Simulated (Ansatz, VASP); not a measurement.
# One calculation of Al3SiPd2, two programs

```xyz
6
Lattice="2.6025 -4.3707 0.0000 2.6025 4.3707 0.0000 0.0000 0.0000 4.0382" Properties=species:S:1:pos:R:3 pbc="T T T"
Al    2.6025   -1.4082    0.0000
Al    2.6025    1.4082    0.0000
Al    2.6025    0.0000    2.0191
Si    0.0000    0.0000    0.0000
Pd    1.3013   -2.1853    2.0191
Pd    1.3013    2.1853    2.0191
```

Change from the starting cell: species swapped into the LaAl2Cu3 type (Cmmm, No. 65).

Alike in both runs: task single point; functional PBE; k mesh 4 × 4 × 4; occupations gaussian, width 0.1 eV; no spin polarisation.

|  | VASP | Ansatz |
| --- | --- | --- |
| version | VASP 6.6.1 | Ansatz 0.2.0 |
| potentials or method | VASP PAW PBE potentials, release 64 (Al, Si, Pd), cutoff 520 eV | scalar-relativistic, plane waves, PAW |
| valence electrons in the cell | 33 | 49 |

|  | VASP | Ansatz | Ansatz less VASP |
| --- | --- | --- | --- |
| gap on the k mesh at the Fermi level (eV) | none | none | - |
| pressure (GPa) | 14.6 | 14.7 | +0.04 |
| traceless stress, the component that is largest in VASP (GPa) | 7.25 | 7.18 | -0.078 |
| rms of the force components (eV/Å) | 0.293 | 0.294 | +0.0004 |

Atom by atom the forces differ by 0.000 eV/Å (rms over components). A gap of «none» marks a metal or a gap that the smearing closes. VASP's potentials hold 33 valence electrons a cell and Ansatz's 49, so a difference there can come from the potentials and not from the codes.

The k mesh is coarse, so the values compare programs but aren't converged.
